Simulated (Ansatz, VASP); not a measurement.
One calculation of GaAs, two programs

INCAR

```
SYSTEM = GaAs
PREC = Accurate ; ENCUT = 520
EDIFF = 1E-8 ; ISMEAR = -1
SIGMA = 0.08 ; LREAL = .FALSE.
LASPH = .TRUE. ; NELM = 80
ALGO = Normal ; ISIF = 2
LWAVE = .FALSE. ; LCHARG = .FALSE.
GGA = CA ; LEFG = .TRUE.
NBANDS = 16
```

KPOINTS

```
regular mesh
0
G
  10 10 10
  0 0 0
```

The input POSCAR:

```
GaAs
1.0
    0.0000000000      2.7886446409      2.7886446409
    2.7886446409      0.0000000000      2.7886446409
    2.7886446409      2.7886446409      0.0000000000
Ga As
1 1
Direct
    0.0000000000      0.0000000000      0.0000000000
    0.7500000000      0.7500000000      0.7500000000
```

Input for Ansatz:

```yaml
crystal:
  lattice:
    - [0.0, 2.7886446409, 2.7886446409]
    - [2.7886446409, 0.0, 2.7886446409]
    - [2.7886446409, 2.7886446409, 0.0]
  atoms:
    - { symbol: Ga, position: [0.0, 0.0, 0.0] }
    - { symbol: As, position: [0.75, 0.75, 0.75] }
kpoints:
  mp_grid: { grid: [10, 10, 10] }
scf:
  occupations: { method: fermi_dirac, width: 0.08 }
hamiltonian:
  xc: lda
  pseudopotentials: { kind: paw }
output:
  forces: true
  stress: true
  eigenvalues: true
  efg: { contact_densities: true }
```

Change from the starting cell: volume scaled by 0.96, PAW files.

Alike in both runs: task electric field gradients; functional LDA; k mesh 10 × 10 × 10; occupations fermi-dirac, width 0.08 eV; no spin polarisation.

|  | VASP | Ansatz |
| --- | --- | --- |
| version | VASP 6.6.1 | Ansatz 0.2.0 |
| potentials or method | VASP PAW LDA potentials, release 64 (Ga_d, As) | PAW with Ansatz's default frozen-core files, scalar-relativistic |
| plane-wave cutoff (eV) | 520 | 420 |
| valence electrons in the cell | 18 | 28 |

Ansatz gave:

```
pressure (GPa) : 1.1
```

Question: What did VASP give for the same quantities?

Answer: Pressure (GPa): 1.4.

LDA's correlation is that of Perdew and Zunger in VASP and of Perdew and Wang (1992) in Ansatz. VASP's potentials hold 18 valence electrons a cell and Ansatz's 28, so a difference there can come from the potentials and not from the codes.
